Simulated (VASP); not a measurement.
# Be (Fd-3m) in VASP: further runs

Be is run at these levels: PBEsol; tasks: single point.

All numbers are computed with VASP 6.6.1; they aren't measurements. Logs are shortened: lines on timing, memory, paths and dates and some standing lists are left out, and cuts for length are marked.

## (1) The cell of the first run

Symmetry: Fd-3m, No. 227, cubic system. Conventional cell: a = 4.223 Å, b = 4.223 Å, c = 4.223 Å, α = 90.00°, β = 90.00°, γ = 90.00°. Be (site symmetry -43m) has 4 Be at 1.83 Å within 2.4 Å.

This isn't the form of Be at room conditions, which is hcp.

## (2) Single point, PBEsol

INCAR

```
  PREC = Accurate
  ENCUT = 600
  EDIFF = 1E-6
  ISMEAR = 1
  SIGMA = 0.05
  LREAL = F
  LASPH = T
  NELM = 120
  ALGO = Normal
  ISIF = 2
  LWAVE = F
  LCHARG = T
  GGA = PS
  LELF = T
  LVHAR = T
  NBANDS = 9
  GGA_COMPAT = F
```

KPOINTS

```
regular mesh
0
Gamma
  8 8 8
```

POSCAR

```
Be
1.0
    0.0000000000      2.1115398610      2.1115398610
    2.1115398610      0.0000000000      2.1115398610
    2.1115398610      2.1115398610      0.0000000000
Be
2
Direct
    1.0000000000      1.0000000000      1.0000000000
    0.2500000000      0.2500000000      0.2500000000
```

Potentials or basis: VASP PAW PBE potentials, release 64 (Be).

The run is started by

```
$ cat potpaw_PBE.64/Be/POTCAR > POTCAR
$ mpirun -np 1 vasp_std > vasp.out
```

OUTCAR:

```text
PREC = Accurate
   ENCUT = 600
   EDIFF = 1E-6
   ISMEAR = 1
   LREAL = F
   LASPH = T
   NELM = 120
   ISIF = 2
   GGA = PS

 ion  position               nearest neighbor table
   1  0.000  0.000  0.000-   2 1.83   2 1.83   2 1.83   2 1.83
   2  0.250  0.250  0.250-   1 1.83   1 1.83   1 1.83   1 1.83

  LATTYP: Found a face centered cubic cell.
 ALAT       =     4.2230797220

  Lattice vectors:

 A1 = (   0.0000000000,   2.1115398610,   2.1115398610)
 A2 = (   2.1115398610,   0.0000000000,   2.1115398610)
 A3 = (   2.1115398610,   2.1115398610,   0.0000000000)

Analysis of symmetry for initial positions (statically):
=====================================================================
 Subroutine PRICEL returns:
 Original cell was already a primitive cell.

 Routine SETGRP: Setting up the symmetry group for a
 face centered cubic supercell.

 Subroutine GETGRP returns: Found 48 space group operations
 (whereof 24 operations were pure point group operations)
 out of a pool of 48 trial point group operations.

The static configuration has the point symmetry T_d .
 The point group associated with its full space group is O_h .

Analysis of symmetry for dynamics (positions and initial velocities):
=====================================================================
 Subroutine PRICEL returns:
 Original cell was already a primitive cell.

 Routine SETGRP: Setting up the symmetry group for a
 face centered cubic supercell.

 Subroutine GETGRP returns: Found 48 space group operations
 (whereof 24 operations were pure point group operations)
 out of a pool of 48 trial point group operations.

The dynamic configuration has the point symmetry T_d .
 The point group associated with its full space group is O_h .

 Subroutine INISYM returns: Found 48 space group operations
 (whereof 24 operations are pure point group operations),
 and found     1 'primitive' translations

----------------------------------------------------------------------------------------

                                     Primitive cell

  volume of cell :      18.8290

  direct lattice vectors                    reciprocal lattice vectors
     0.000000000  2.111539861  2.111539861    -0.236794014  0.236794014  0.236794014
     2.111539861  0.000000000  2.111539861     0.236794014 -0.236794014  0.236794014
     2.111539861  2.111539861  0.000000000     0.236794014  0.236794014 -0.236794014

  length of vectors
     2.986168309  2.986168309  2.986168309     0.410139264  0.410139264  0.410139264

  position of ions in fractional coordinates (direct lattice)
     0.000000000  0.000000000  0.000000000
     0.250000000  0.250000000  0.250000000

  ion indices of the primitive-cell ions
   primitive index   ion index
                 1           1
                 2           2

----------------------------------------------------------------------------------------

 KPOINTS: regular mesh

Automatic generation of k-mesh.
 Grid dimensions read from file:
 generate k-points for:    8    8    8

 Generating k-lattice:

  Cartesian coordinates                     Fractional coordinates (reciprocal lattice)
    -0.029599252  0.029599252  0.029599252     0.125000000  0.000000000  0.000000000
     0.029599252 -0.029599252  0.029599252     0.000000000  0.125000000  0.000000000
     0.029599252  0.029599252 -0.029599252     0.000000000  0.000000000  0.125000000

  Length of vectors
     0.051267408  0.051267408  0.051267408

  Shift w.r.t. Gamma in fractional coordinates (k-lattice)
     0.000000000  0.000000000  0.000000000

 Subroutine IBZKPT returns following result:
 ===========================================

 Found     29 irreducible k-points:

 Following reciprocal coordinates:
            Coordinates               Weight
  0.000000  0.000000  0.000000      1.000000
  0.125000  0.000000  0.000000      8.000000
  0.250000  0.000000  0.000000      8.000000
  0.375000  0.000000  0.000000      8.000000
  0.500000  0.000000  0.000000      4.000000
  0.125000  0.125000  0.000000      6.000000
[... 16 lines left out ...]
  0.500000  0.250000  0.125000     48.000000
 -0.375000  0.250000  0.125000     24.000000
 [... further k-points ...]
   k-points           NKPTS =     29   k-points in BZ     NKDIM =     29   number of bands    NBANDS=      9
   number of dos      NEDOS =    301   number of ions     NIONS =      2
   total plane-waves  NPLWV =  13824
   dimension x,y,z NGX =    24 NGY =   24 NGZ =   24
   dimension x,y,z NGXF=    48 NGYF=   48 NGZF=   48
   ions per type =               2
   NGX,Y,Z   is equivalent  to a cutoff of  13.36, 13.36, 13.36 a.u.
   NGXF,Y,Z  is equivalent  to a cutoff of  26.72, 26.72, 26.72 a.u.
 SYSTEM =  unknown system
   PREC   = accura    normal or accurate (medium, high low for compatibility)
   ISTART =      0    job   : 0-new  1-cont  2-samecut
   ICHARG =      2    charge: 1-file 2-atom 10-const
   ISPIN  =      1    spin polarized calculation?
   LNONCOLLINEAR =      F non collinear calculations
   LSORBIT =      F    spin-orbit coupling
   LASPH  =      T    aspherical Exc in radial PAW
   ENCUT  =  600.0 eV  44.10 Ry    6.64 a.u.   5.96  5.96  5.96*2*pi/ulx,y,z
   NELM   =    120;   NELMIN=  2; NELMDL= -5     # of ELM steps
   EDIFF  = 0.1E-05   stopping-criterion for ELM
   LREAL  =      F    real-space projection
   EDIFFG = 0.1E-04   stopping-criterion for IOM
   NSW    =      0    number of steps for IOM
   IBRION =     -1    ionic relax: 0-MD 1-quasi-New 2-CG
   NFREE  =      0    steps in history (QN), initial steepest desc. (CG)
   ISIF   =      2    stress and relaxation
   ISYM   =      2    0-nonsym 1-usesym 2-fastsym
   POTIM  = 0.5000    time-step for ionic-motion
   TEBEG  =    0.0;   TEEND  =   0.0 temperature during run
   PSTRESS=    0.0 pullay stress
   NELECT =       4.0000    total number of electrons
   NUPDOWN=      -1.0000    fix difference up-down
   EMIN   =  10.00;   EMAX   =-10.00  energy-range for DOS
   EFERMI =   0.00;   METHOD = LEGACY
   ISMEAR =     1;   SIGMA  =   0.05  broadening in eV -4-tet -1-fermi 0-gaus
   EFERMI_NEDOS =   21; number of points for ismear=-14 and -15
   IALGO  =     38    algorithm
   IMIX   =      4    mixing-type and parameters
     AMIX     =   0.40;   BMIX     =  1.00
     AMIX_MAG =   1.60;   BMIX_MAG =  1.00
  volume/ion in A,a.u.               =       9.41        63.53
  Fermi-wavevector in a.u.,A,eV,Ry     =   0.976830  1.845941 12.982630  0.954196
  Thomas-Fermi vector in A             =   2.107479
   LORBIT       =      0    0 simple, 1 ext, 2 COOP (PROOUT), +10 PAW based schemes
   GGA     = PS    functional components
   LHFCALC =     F    Hartree Fock is set to
   AEXX    =    0.0000 exact exchange contribution
   IVDW    =     0    specifies the selected vdW correction
   LEPSILON=     F    determine dielectric tensor
   LRPA    =     F    only Hartree local field effects (RPA)
 non-spin polarized calculation
 Methfessel and Paxton  Order N= 1 SIGMA  =   0.05
  energy-cutoff  :      600.00
  volume of cell :       18.83
 maximum number of plane-waves:       638
   NGX = 11   NGY = 11   NGZ = 11

 number of electron       4.0000000 magnetization

 Free energy of the ion-electron system (eV)
  ---------------------------------------------------
  ext. energy  EPLUGINS =         0.00000000
  ---------------------------------------------------
  free energy    TOTEN  =        -3.67689599 eV

  energy without entropy =       -3.67682253  energy(sigma->0) =       -3.67687150

 E-fermi :   4.7520     XC(G=0):  -9.9508

 val. band max:        4.7515603371   @ k =  -0.3750   0.2500   0.0000
 cond. band min:       4.7965514869   @ k =   0.5000   0.3750   0.1250
 fundamental gap:      0.0449911498
 Fermi energy:         4.7520175925

 k-point     1 :       0.0000    0.0000    0.0000
  band No.  band energies     occupation
      1      -4.7348      2.00000
      2      11.0948      0.00000
      3      11.0948      0.00000
      4      11.0948      0.00000
      5      14.0413      0.00000
      6      14.0413      0.00000
      7      14.0413      0.00000
      8      24.5138      0.00000
      9      24.6171      0.00000

 k-point     2 :       0.1250    0.0000    0.0000
  band No.  band energies     occupation
      1      -4.4409      2.00000
      2       8.8510      0.00000
      3      10.3898      0.00000
      4      10.3898      0.00000
      5      14.9499      0.00000
      6      14.9499      0.00000
      7      15.9102      0.00000
      8      22.5131      0.00000
      9      23.0495      0.00000

 k-point     3 :       0.2500    0.0000    0.0000
  band No.  band energies     occupation
      1      -3.5646      2.00000
      2       5.6401     -0.00000
      3       9.4277      0.00000
      4       9.4277      0.00000
      5      15.8069      0.00000
      6      15.8069      0.00000
      7      18.0411      0.00000
      8      20.8004      0.00000
      9      22.6386      0.00000

 k-point     4 :       0.3750    0.0000    0.0000
  band No.  band energies     occupation
      1      -2.1366      2.00000
      2       2.6767      2.00000
      3       8.8187      0.00000
      4       8.8187      0.00000
      5      15.5182      0.00000
      6      15.5182      0.00000
      7      19.3564      0.00000
      8      19.8886      0.00000
      9      25.0758      0.00000
[... 205 lines left out ...]
 k-point    22 :       0.3750    0.2500    0.1250
  band No.  band energies     occupation
      1      -2.7729      2.00000
      2       5.9946      0.00000
      3       6.0687      0.00000
      4       8.6624      0.00000
      5      15.0813      0.00000
      6      15.9646      0.00000
      7      19.3647      0.00000
      8      19.9665      0.00000
      9      24.5900      0.00000

 k-point    23 :       0.5000    0.2500    0.1250
  band No.  band energies     occupation
      1      -1.3312      2.00000
      2       3.3160      2.00000
      3       5.8665      0.00000
      4       7.3413      0.00000
      5      14.8971      0.00000
      6      16.9678      0.00000
      7      19.8783      0.00000
      8      21.8271      0.00000
      9      24.6118      0.00000

 k-point    24 :      -0.3750    0.2500    0.1250
  band No.  band energies     occupation
      1       0.2119      2.00000
      2       1.3012      2.00000
      3       6.1645      0.00000
      4       6.4904      0.00000
      5      14.6518      0.00000
      6      17.4061      0.00000
      7      21.2658      0.00000
      8      22.2272      0.00000
      9      23.8267      0.00000

 [... further k-points ...]

------------------------ aborting loop because EDIFF is reached ----------------------------------------

  FORCE on cell =-STRESS in cart. coord.  units (eV):
  Direction    XX          YY          ZZ          XY          YZ          ZX
  --------------------------------------------------------------------------------------
  -------------------------------------------------------------------------------------
  Total        4.7402719      4.7402719      4.7402719      0.0000000     -0.0000000      0.0000000
  in kB      403.3536456    403.3536456    403.3536456      0.0000000     -0.0000000      0.0000000
  external PRESSURE =     403.3536456 kB  Pullay stress =       0.0000000 kB

 VOLUME and BASIS-vectors are now :
 -----------------------------------------------------------------------------
  energy-cutoff  :      600.00
  volume of cell :       18.83
      direct lattice vectors                 reciprocal lattice vectors
     0.000000000  2.111539861  2.111539861    -0.236794014  0.236794014  0.236794014
     2.111539861  0.000000000  2.111539861     0.236794014 -0.236794014  0.236794014
     2.111539861  2.111539861  0.000000000     0.236794014  0.236794014 -0.236794014

 POSITION                                       TOTAL-FORCE (eV/Angst)
 -----------------------------------------------------------------------------------
      0.00000      0.00000      0.00000         0.000000      0.000000      0.000000
      1.05577      1.05577      1.05577        -0.000000     -0.000000     -0.000000
 -----------------------------------------------------------------------------------
    total drift:                               -0.000000      0.000000      0.000000

  FREE ENERGIE OF THE ION-ELECTRON SYSTEM (eV)
  ---------------------------------------------------
  free  energy   TOTEN  =        -3.6768959887 eV

  energy  without entropy=       -3.6768225322  energy(sigma->0) =       -3.67687150
```

It took 2.1 s on 1 thread of Intel Xeon 6975P-C (Granite Rapids), shared host; peak memory 0.12 GiB.

What came out:

```
Free energy            : -3.6769 eV
Pressure               : 40.3 GPa
Band gap on the k mesh : zero (bands 2 and 3 overlap by 8.43 eV)
```

Caveat: the cell stands under pressure; the PAW data sets were made with another functional, which shifts forces and pressure a little.

(Part 1 of 2 ends here.)
